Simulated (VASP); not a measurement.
## Al48GeN47 (a cell with a defect): single point with PBEsol

The system is Al48GeN47 (a cell with a defect).

```
Al N Ge
1.0
     9.34145    0.00000    0.00000
     0.00000   10.78657    0.00000
     0.00000    0.00000    9.96706
Al N Ge
48 47 1
Direct
  0.16579 0.08263 0.24935
  0.16453 0.08382 0.75098
  0.99956 0.33393 0.24976
  0.99860 0.33401 0.74953
  0.50018 0.08286 0.24949
  0.49937 0.08410 0.74977
  0.33358 0.33081 0.24756
  0.32709 0.33070 0.74926
  0.16989 0.58227 0.25244
  0.16155 0.58190 0.75598
  0.00110 0.83331 0.25028
  0.99963 0.83389 0.75138
  0.83498 0.08418 0.24874
  0.83393 0.08465 0.75004
  0.66546 0.33166 0.24760
  0.66950 0.33113 0.74709
  0.51655 0.57558 0.18037
  0.49861 0.58391 0.74831
  0.33552 0.83289 0.25280
  0.33223 0.83899 0.75620
  0.83466 0.58471 0.24803
  0.83569 0.58197 0.74794
  0.66987 0.83426 0.24755
  0.66679 0.83955 0.74968
  0.99938 0.17108 0.49946
  0.00022 0.16742 0.99969
  0.32771 0.15884 0.49932
  0.33220 0.16458 0.00002
  0.16438 0.41719 0.49959
  0.16596 0.41534 0.00192
  0.99787 0.66830 0.50009
  0.00087 0.66661 0.00265
  0.66705 0.16278 0.49837
  0.66795 0.16541 0.99960
  0.48830 0.38765 0.50610
  0.49999 0.40512 0.98593
  0.30740 0.68075 0.52331
  0.33081 0.66873 0.99501
  0.16180 0.92005 0.50133
  0.16578 0.91722 0.00257
  0.82929 0.41803 0.49769
  0.83371 0.41624 0.99918
  0.68729 0.68976 0.50635
  0.67832 0.67268 0.98598
  0.49934 0.91741 0.49992
  0.50133 0.91836 0.00217
  0.83888 0.92480 0.49965
  0.83576 0.91849 0.00015
  0.00082 0.16784 0.18994
  0.99970 0.16826 0.69040
  0.33275 0.16409 0.18993
  0.33171 0.16507 0.68987
  0.16771 0.41659 0.19237
  0.16480 0.41804 0.69041
  0.00407 0.66620 0.19285
  0.99991 0.66779 0.69037
  0.66756 0.16500 0.19023
  0.66625 0.16533 0.68872
  0.50042 0.40379 0.17314
  0.49795 0.41447 0.69434
  0.34027 0.66402 0.19372
  0.32759 0.67013 0.70823
  0.16833 0.91503 0.19240
  0.16542 0.91743 0.69217
  0.83190 0.41746 0.19077
  0.83242 0.41714 0.68766
  0.68089 0.67287 0.17309
  0.66753 0.66950 0.69477
  0.50135 0.91558 0.19249
  0.49853 0.91744 0.69067
  0.83640 0.91799 0.19010
  0.83492 0.91848 0.69001
  0.16075 0.08249 0.43977
  0.16556 0.08246 0.94117
  0.99691 0.33676 0.43998
  0.00003 0.33382 0.94048
  0.49817 0.08314 0.44036
  0.50009 0.08386 0.94056
  0.32195 0.32179 0.43895
  0.32834 0.33015 0.93710
  0.16198 0.58518 0.44339
  0.16634 0.58207 0.94511
  0.99910 0.83386 0.44144
  0.00073 0.83242 0.94182
  0.83586 0.08782 0.43910
  0.83465 0.08388 0.94012
  0.66404 0.32979 0.43999
  0.67116 0.33040 0.93545
  0.50345 0.58193 0.94919
  0.32829 0.83808 0.44407
  0.33409 0.83571 0.94540
  0.83246 0.58618 0.44035
  0.83878 0.58145 0.93629
  0.67330 0.84739 0.43900
  0.66790 0.83893 0.93747
  0.49405 0.58529 0.41346
```

```
Program             : VASP 6.6.1
Task                : single point
Functional          : PBEsol
Potentials or basis : VASP PAW PBE potentials, release 64 (Al, N, Ge_d)
Cutoff              : 520 eV
k mesh              : 1 × 1 × 1, shifted
Occupations         : fermi-dirac, width 0.05 eV
Spin                : no spin polarisation
```

```
Largest force : 0.078 eV/Å
```

Forces in eV/Å, atoms in the order of the input:
```
Al   0.002  0.000 -0.001
Al   0.005  0.012 -0.001
Al   0.005  0.002  0.000
Al   0.002 -0.001  0.002
Al   0.003 -0.004 -0.003
Al   0.002  0.009  0.002
Al  -0.011  0.000 -0.009
Al   0.022 -0.004 -0.003
Al   0.015  0.003  0.002
Al  -0.004  0.001 -0.005
Al  -0.005  0.006 -0.002
Al  -0.006 -0.001  0.004
Al   0.005  0.006  0.007
Al   0.001  0.003 -0.005
Al   0.012 -0.007  0.006
Al  -0.007  0.003 -0.017
Al  -0.037  0.029 -0.001
Al   0.021 -0.004 -0.003
Al   0.003 -0.016  0.013
Al   0.004  0.012  0.001
Al   0.010 -0.003  0.014
Al  -0.010  0.015 -0.018
Al  -0.004  0.009 -0.002
Al   0.005 -0.017 -0.009
Al  -0.001  0.000 -0.003
Al  -0.001  0.008  0.005
Al   0.004 -0.006  0.001
Al   0.002 -0.005 -0.004
Al  -0.005 -0.004 -0.010
Al  -0.003 -0.009  0.015
Al   0.003 -0.001 -0.011
Al   0.000 -0.001  0.004
Al   0.004  0.017 -0.009
Al  -0.005 -0.005 -0.001
Al   0.064  0.044  0.002
Al  -0.009  0.008 -0.015
Al   0.026  0.021 -0.051
Al   0.006 -0.002  0.008
Al   0.003 -0.002 -0.003
Al   0.003 -0.005  0.009
Al  -0.023  0.000 -0.009
Al  -0.003 -0.008  0.003
Al   0.013 -0.051  0.010
Al  -0.017  0.004 -0.013
Al  -0.011  0.000 -0.005
Al  -0.004  0.000  0.007
Al   0.006  0.001  0.006
Al  -0.001 -0.001  0.001
N   -0.001  0.000 -0.004
N   -0.002 -0.001  0.000
N    0.002 -0.001 -0.001
N   -0.001 -0.003 -0.003
N   -0.002 -0.006 -0.005
N    0.000  0.005 -0.002
N   -0.003 -0.001 -0.016
N   -0.005 -0.004  0.008
N   -0.006  0.000 -0.011
N    0.001  0.002  0.005
N    0.001  0.002  0.021
N   -0.006 -0.011  0.015
N   -0.018  0.000 -0.045
N    0.008 -0.005  0.004
N   -0.005  0.007  0.000
N    0.002 -0.005 -0.005
N   -0.002  0.000 -0.014
N   -0.005 -0.003  0.010
N    0.000 -0.002  0.031
N    0.000  0.001 -0.002
N    0.002  0.005 -0.004
N   -0.005 -0.011 -0.004
N    0.007 -0.003 -0.008
N    0.004 -0.002  0.000
N    0.000  0.007  0.003
N    0.001 -0.003 -0.003
N    0.001 -0.001  0.002
N    0.001 -0.004  0.002
N   -0.004  0.000  0.002
N    0.000  0.006  0.001
N   -0.012  0.011 -0.006
N    0.012 -0.004  0.018
N    0.000 -0.017 -0.001
N   -0.017  0.001  0.003
N   -0.007  0.001  0.006
N   -0.004 -0.006 -0.002
N   -0.001 -0.002  0.006
N    0.000 -0.002  0.000
N    0.014 -0.019  0.002
N   -0.006 -0.002  0.011
N    0.006 -0.002  0.004
N   -0.015  0.010  0.005
N    0.000  0.006 -0.004
N   -0.003  0.018  0.008
N    0.008  0.010  0.003
N   -0.017 -0.002 -0.002
N    0.002 -0.008  0.011
Ge  -0.010 -0.017  0.048
```

Levels at points of the mesh, in eV from the Fermi level:
```
           k point  band 192  band 193  band 194  band 195  band 196  band 197  band 198  band 199  band 200  band 201
(0.25, 0.25, 0.25)     -1.94     -1.88     -1.79     -0.26     -0.20      0.19      3.17      3.46      3.47      3.58
```

It took 53 min on 1 thread of Intel Xeon 8259CL, with other jobs on the host, peak memory 1.3 GiB.

Caveat: the cell carries a net charge on a neutralising background, which shifts energy and pressure; the cell is charged against a uniform background, so pressure and absolute levels hang on convention; the PAW data sets were made with another functional, which shifts forces and pressure a little.
